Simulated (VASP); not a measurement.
# Pt (P-1) in VASP: single point with PBE

Aim: the single point of Pt with PBE.

Program: VASP 6.6.1. These are calculated values, not measurements. Logs are shortened: lines on timing, memory, paths and dates and some standing lists are left out, and cuts for length are marked.

**1. The cell of the first run**

The typed cell holds 2 atoms: a = 4.238 Å, b = 4.061 Å, c = 4.200 Å, α = 58.88°, β = 58.65°, γ = 58.43°.

**2. Single point, PBE**

File INCAR:

```
SYSTEM = Pt
  ALGO = Normal
  EDIFF = 1E-6
  ENCUT = 500
  GGA = PE
  GGA_COMPAT = .False.
  ISIF = 2
  ISMEAR = -1
  LASPH = .True.
  LCHARG = .False.
  LREAL = .False.
  LWAVE = .False.
  NBANDS = 17
  NELM = 120
  PREC = Accurate
  SIGMA = 0.15
```

File KPOINTS:

```
Automatic mesh
0
Gamma
  2 2 2
  0.5 0.5 0.5
```

File POSCAR:

```
Pt
1.0
   -3.0181590000      0.0259260000      2.9753980000
   -0.1146320000      2.8533410000      2.8866920000
   -3.0074460000      2.9313330000      0.0366400000
Pt
2
Direct
    0.4604711511     -0.0028876340      0.5778663528
    0.6567958489      0.3872576340      0.7639956472
```

Potentials or basis: VASP PAW PBE potentials, release 64 (Pt).

Command:

```bash
$ cat potpaw_PBE.64/Pt/POTCAR > POTCAR
$ mpirun -np 1 vasp_std > vasp.out
```

OUTCAR:

```text
SYSTEM = Pt
   EDIFF = 1E-6
   ENCUT = 500
   GGA = PE
   ISIF = 2
   ISMEAR = -1
   LASPH = .True.
   LREAL = .False.
   NELM = 120
   PREC = Accurate

 ion  position               nearest neighbor table
   1  0.460  0.997  0.578-   2 1.99   2 2.67   2 2.75   2 2.78
   2  0.657  0.387  0.764-   1 1.99   1 2.67   1 2.75   1 2.78

  Warning from LATTYP: Got some problem with cell dimensions!
  Tried to take original basis but could not verify dimensions!
  LATTYP: Found a triclinic cell.
 ALAT       =     4.0616809320
 B/A-ratio  =     1.0174432572
 C/A-ratio  =     0.9997100329
 COS(alpha) =     0.0115851371
 COS(beta)  =     0.4652472466
 COS(gamma) =     0.5106471141

  Lattice vectors:

 A1 = (  -2.8928140000,   0.0779920000,  -2.8500520000)
 A2 = (   0.0107130000,   2.9054070000,  -2.9387580000)
 A3 = (   0.1146320000,  -2.8533410000,  -2.8866920000)

Analysis of symmetry for initial positions (statically):
=====================================================================
 Subroutine PRICEL returns:
 Original cell was already a primitive cell.

 Routine SETGRP: Setting up the symmetry group for a
 triclinic supercell.

 Subroutine GETGRP returns: Found  2 space group operations
 (whereof  1 operations were pure point group operations)
 out of a pool of  2 trial point group operations.

The static configuration has the point symmetry C_1 .
 The point group associated with its full space group is S_2 .

Analysis of symmetry for dynamics (positions and initial velocities):
=====================================================================
 Subroutine PRICEL returns:
 Original cell was already a primitive cell.

 Routine SETGRP: Setting up the symmetry group for a
 triclinic supercell.

 Subroutine GETGRP returns: Found  2 space group operations
 (whereof  1 operations were pure point group operations)
 out of a pool of  2 trial point group operations.

The dynamic configuration has the point symmetry C_1 .
 The point group associated with its full space group is S_2 .

 Subroutine INISYM returns: Found  2 space group operations
 (whereof  1 operations are pure point group operations),
 and found     1 'primitive' translations

----------------------------------------------------------------------------------------

                                     Primitive cell

  volume of cell :      49.5316

  direct lattice vectors                    reciprocal lattice vectors
    -3.018159000  0.025926000  2.975398000    -0.168726808 -0.175188564  0.166464320
    -0.114632000  2.853341000  2.886692000     0.176068047  0.178426764  0.177043699
    -3.007446000  2.931333000  0.036640000    -0.169891229  0.169011687 -0.173805501

  length of vectors
     4.238271955  4.060503178  4.199855603     0.294737406  0.306888479  0.296034343

  position of ions in fractional coordinates (direct lattice)
     0.460471151  0.997112366  0.577866353
     0.656795849  0.387257634  0.763995647

  ion indices of the primitive-cell ions
   primitive index   ion index
                 1           1
                 2           2

----------------------------------------------------------------------------------------

 KPOINTS: Automatic mesh

Automatic generation of k-mesh.
 Grid dimensions read from file:
 generate k-points for:    2    2    2

 Generating k-lattice:

  Cartesian coordinates                     Fractional coordinates (reciprocal lattice)
    -0.084363404 -0.087594282  0.083232160     0.500000000  0.000000000  0.000000000
     0.088034024  0.089213382  0.088521850     0.000000000  0.500000000  0.000000000
    -0.084945615  0.084505844 -0.086902750     0.000000000  0.000000000  0.500000000

  Length of vectors
     0.147368703  0.153444240  0.148017171

  Shift w.r.t. Gamma in fractional coordinates (k-lattice)
     0.500000000  0.500000000  0.500000000

 Subroutine IBZKPT returns following result:
 ===========================================

 Found      4 irreducible k-points:

 Following reciprocal coordinates:
            Coordinates               Weight
  0.250000  0.250000  0.250000      2.000000
 -0.250000  0.250000  0.250000      2.000000
  0.250000 -0.250000  0.250000      2.000000
 -0.250000 -0.250000  0.250000      2.000000
   k-points           NKPTS =      4   k-points in BZ     NKDIM =      4   number of bands    NBANDS=     17
   number of dos      NEDOS =    301   number of ions     NIONS =      2
   total plane-waves  NPLWV =  30720
   dimension x,y,z NGX =    32 NGY =   30 NGZ =   32
   dimension x,y,z NGXF=    64 NGYF=   60 NGZF=   64
   ions per type =               2
   NGX,Y,Z   is equivalent  to a cutoff of  12.55, 12.28, 12.67 a.u.
   NGXF,Y,Z  is equivalent  to a cutoff of  25.10, 24.57, 25.33 a.u.
 SYSTEM =  Pt
   PREC   = accura    normal or accurate (medium, high low for compatibility)
   ISTART =      0    job   : 0-new  1-cont  2-samecut
   ICHARG =      2    charge: 1-file 2-atom 10-const
   ISPIN  =      1    spin polarized calculation?
   LNONCOLLINEAR =      F non collinear calculations
   LSORBIT =      F    spin-orbit coupling
   LASPH  =      T    aspherical Exc in radial PAW
   ENCUT  =  500.0 eV  36.75 Ry    6.06 a.u.   7.73  7.40  7.66*2*pi/ulx,y,z
   NELM   =    120;   NELMIN=  2; NELMDL= -5     # of ELM steps
   EDIFF  = 0.1E-05   stopping-criterion for ELM
   LREAL  =      F    real-space projection
   EDIFFG = 0.1E-04   stopping-criterion for IOM
   NSW    =      0    number of steps for IOM
   IBRION =     -1    ionic relax: 0-MD 1-quasi-New 2-CG
   NFREE  =      0    steps in history (QN), initial steepest desc. (CG)
   ISIF   =      2    stress and relaxation
   ISYM   =      2    0-nonsym 1-usesym 2-fastsym
   POTIM  = 0.5000    time-step for ionic-motion
   TEBEG  =    0.0;   TEEND  =   0.0 temperature during run
   PSTRESS=    0.0 pullay stress
   NELECT =      20.0000    total number of electrons
   NUPDOWN=      -1.0000    fix difference up-down
   EMIN   =  10.00;   EMAX   =-10.00  energy-range for DOS
   EFERMI =   0.00;   METHOD = LEGACY
   ISMEAR =    -1;   SIGMA  =   0.15  broadening in eV -4-tet -1-fermi 0-gaus
   EFERMI_NEDOS =   21; number of points for ismear=-14 and -15
   IALGO  =     38    algorithm
   IMIX   =      4    mixing-type and parameters
     AMIX     =   0.40;   BMIX     =  1.00
     AMIX_MAG =   1.60;   BMIX_MAG =  1.00
  volume/ion in A,a.u.               =      24.77       167.13
  Fermi-wavevector in a.u.,A,eV,Ry     =   1.210015  2.286597 19.920779  1.464136
  Thomas-Fermi vector in A             =   2.345575
   LORBIT       =      0    0 simple, 1 ext, 2 COOP (PROOUT), +10 PAW based schemes
   GGA     = PE    functional components
   LHFCALC =     F    Hartree Fock is set to
   AEXX    =    0.0000 exact exchange contribution
   IVDW    =     0    specifies the selected vdW correction
   LEPSILON=     F    determine dielectric tensor
   LRPA    =     F    only Hartree local field effects (RPA)
 non-spin polarized calculation
  energy-cutoff  :      500.00
  volume of cell :       49.53
 maximum number of plane-waves:      1267
 NGX is ok and might be reduce to    30
   NGX = 15   NGY = 15   NGZ = 15

 number of electron      20.0000000 magnetization

 Free energy of the ion-electron system (eV)
  ---------------------------------------------------
  ext. energy  EPLUGINS =         0.00000000
  ---------------------------------------------------
  free energy    TOTEN  =        -7.04238731 eV

  energy without entropy =       -6.85305472  energy(sigma->0) =       -6.94772102

 E-fermi :   5.0157     XC(G=0): -10.1938

 val. band max:        4.7393285360   @ k =  -0.2500   0.2500   0.2500
 cond. band min:       5.2914979242   @ k =   0.2500  -0.2500   0.2500
 fundamental gap:      0.5521693882
 Fermi energy:         5.0157222929

 k-point     1 :       0.2500    0.2500    0.2500
  band No.  band energies     occupation
      1      -2.0680      2.00000
      2      -1.1121      2.00000
      3      -0.8977      2.00000
      4      -0.4122      2.00000
      5       0.8763      2.00000
      6       1.3779      2.00000
      7       2.4796      2.00000
      8       3.2257      1.99999
      9       3.6294      1.99981
     10       4.5363      1.92140
     11       4.5915      1.88835
     12       9.3718      0.00000
     13      13.4576      0.00000
     14      14.5452      0.00000
     15      14.7420      0.00000
     16      16.6894      0.00000
     17      16.9912      0.00000

 k-point     2 :      -0.2500    0.2500    0.2500
  band No.  band energies     occupation
      1      -2.0315      2.00000
      2      -1.2335      2.00000
      3      -1.0839      2.00000
      4       0.7364      2.00000
      5       1.0990      2.00000
      6       2.0426      2.00000
      7       2.6976      2.00000
      8       2.7378      2.00000
      9       4.3382      1.97839
     10       4.7393      1.72652
     11       5.3369      0.21027
     12       5.9583      0.00373
     13       9.4761      0.00000
     14      11.3191      0.00000
     15      13.7471      0.00000
     16      16.5293      0.00000
     17      18.6660      0.00000

 k-point     3 :       0.2500   -0.2500    0.2500
  band No.  band energies     occupation
      1      -2.1844      2.00000
      2      -1.2847      2.00000
      3      -1.1521      2.00000
      4       0.8662      2.00000
      5       1.1304      2.00000
      6       1.6155      2.00000
      7       2.8017      2.00000
      8       2.8879      2.00000
      9       4.0150      1.99747
     10       5.2915      0.27446
     11       5.4763      0.08870
     12       6.8789      0.00001
     13       9.0438      0.00000
     14      10.1172      0.00000
     15      14.0990      0.00000
     16      17.1734      0.00000
     17      18.8238      0.00000

 k-point     4 :      -0.2500   -0.2500    0.2500
  band No.  band energies     occupation
      1      -2.0173      2.00000
      2      -1.1862      2.00000
      3      -1.0941      2.00000
      4       0.6905      2.00000
      5       1.1252      2.00000
      6       2.0992      2.00000
      7       2.5958      2.00000
      8       2.7788      2.00000
      9       4.2668      1.98652
     10       4.7303      1.74046
     11       5.3625      0.18027
     12       5.9603      0.00368
     13       9.4114      0.00000
     14      11.2742      0.00000
     15      13.8338      0.00000
     16      16.7843      0.00000
     17      18.5642      0.00000

------------------------ aborting loop because EDIFF is reached ----------------------------------------

  FORCE on cell =-STRESS in cart. coord.  units (eV):
  Direction    XX          YY          ZZ          XY          YZ          ZX
  --------------------------------------------------------------------------------------
  -------------------------------------------------------------------------------------
  Total        7.7209031      8.5603512      8.1829027     12.2300113     11.4236641     11.9079854
  in kB      249.7447182    276.8979819    264.6888197    395.5988919    369.5163274    385.1824595
  external PRESSURE =     263.7771733 kB  Pullay stress =       0.0000000 kB

 VOLUME and BASIS-vectors are now :
 -----------------------------------------------------------------------------
  energy-cutoff  :      500.00
  volume of cell :       49.53
      direct lattice vectors                 reciprocal lattice vectors
    -3.018159000  0.025926000  2.975398000    -0.168726808 -0.175188564  0.166464320
    -0.114632000  2.853341000  2.886692000     0.176068047  0.178426764  0.177043699
    -3.007446000  2.931333000  0.036640000    -0.169891229  0.169011687 -0.173805501

 POSITION                                       TOTAL-FORCE (eV/Angst)
 -----------------------------------------------------------------------------------
     -3.24198      4.55096      4.26961         9.067107      9.358633      9.219616
     -4.32438      3.36153      3.10012        -9.067107     -9.358633     -9.219616
 -----------------------------------------------------------------------------------
    total drift:                               -0.000004      0.000003      0.000003

  FREE ENERGIE OF THE ION-ELECTRON SYSTEM (eV)
  ---------------------------------------------------
  free  energy   TOTEN  =        -7.0423873128 eV

  energy  without entropy=       -6.8530547200  energy(sigma->0) =       -6.94772102
```

Wall time 4.6 s (1 thread of Intel Xeon 6975P-C (Granite Rapids), shared host); peak memory 0.17 GiB.

What came out:

| Quantity | Value |
| --- | --- |
| Free energy | -7.0424 eV |
| Pressure | 26.4 GPa |
| Largest force | 15.962 eV/Å |
| Band gap on the k mesh | zero (band 10 reaches 5.29 eV, above the bottom of band 11 at 4.59 eV) |

Forces on the atoms (eV/Å):
```
Pt   9.067  9.359  9.220
Pt  -9.067 -9.359 -9.220
```

Caveat: the k points lie up to 0.96 Å⁻¹ apart; spin-orbit coupling is left out, which moves the levels of the heavy elements; forces of over 1 eV/Å act on the atoms, so gaps and moduli don't describe the material at rest.
